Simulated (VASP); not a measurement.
W16C, 17 atoms in the cell. The cell holds a slab with vacuum, 17 atoms: a = 6.367 Å, b = 6.367 Å, c = 20.143 Å, α = 90.00°, β = 90.00°, γ = 90.00°. 

| Item | Value |
| --- | --- |
| Program | VASP 6.6.1 |
| Task | single point |
| Functional | PBE |
| Potentials or basis | VASP PAW PBE potentials, release 64 (W_sv, C) |
| Cutoff | 520 eV |
| k mesh | 4 × 4 × 1 |
| Occupations | gaussian, width 0.1 eV |
| Spin | no spin polarisation |
| Dipole correction | yes |
| Further INCAR settings | LREAL = Auto; ALGO = Fast; EDIFF = 1e-06; NBANDS = 128 |

Potentials or basis: VASP PAW PBE potentials, release 64 (W_sv, C).

Command:

```bash
$ cat potpaw_PBE.64/W_sv/POTCAR potpaw_PBE.64/C/POTCAR > POTCAR
$ mpirun -np 1 vasp_std > vasp.out
```

Hardware: 1 thread of Oxide Virtual Turin-like Processor (shared host).

Q: How long does it take, and how much memory?

A: It took 64 min on 1 thread of Oxide Virtual Turin-like Processor, on a shared host, peak memory 1 GiB. Counts: scf iterations 34, k points 9.
